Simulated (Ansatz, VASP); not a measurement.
# SnTe in VASP and in Ansatz

```
CELL_PARAMETERS angstrom
0.00000 3.61115 3.61115
3.61115 0.00000 3.61115
3.61115 3.61115 0.00000
ATOMIC_POSITIONS crystal
Sn 0.00000 0.00000 0.00000
Te 0.25000 0.25000 0.25000
```

Alike in both runs: task single point; functional LDA; k mesh 6 × 6 × 6; no spin polarisation.

|  | VASP | Ansatz |
| --- | --- | --- |
| version | VASP 6.6.1 | Ansatz 0.2.0 |
| potentials or method | VASP PAW LDA potentials, release 64 (Sn_d, Te) | plane waves, PAW |
| plane-wave cutoff (eV) | 500 | 420 |
| occupations | gaussian, width 0.01 eV | fixed |
| valence electrons in the cell | 20 | 30 |

Ansatz gave:

- pressure (GPa): -2.2

What did VASP give for the same quantities?

Pressure (GPa): -2.1.

LDA's correlation is that of Perdew and Zunger in VASP and of Perdew and Wang (1992) in Ansatz. VASP's potentials hold 20 valence electrons a cell and Ansatz's 30, so a difference there can come from the potentials and not from the codes.

Spin-orbit coupling is off throughout.
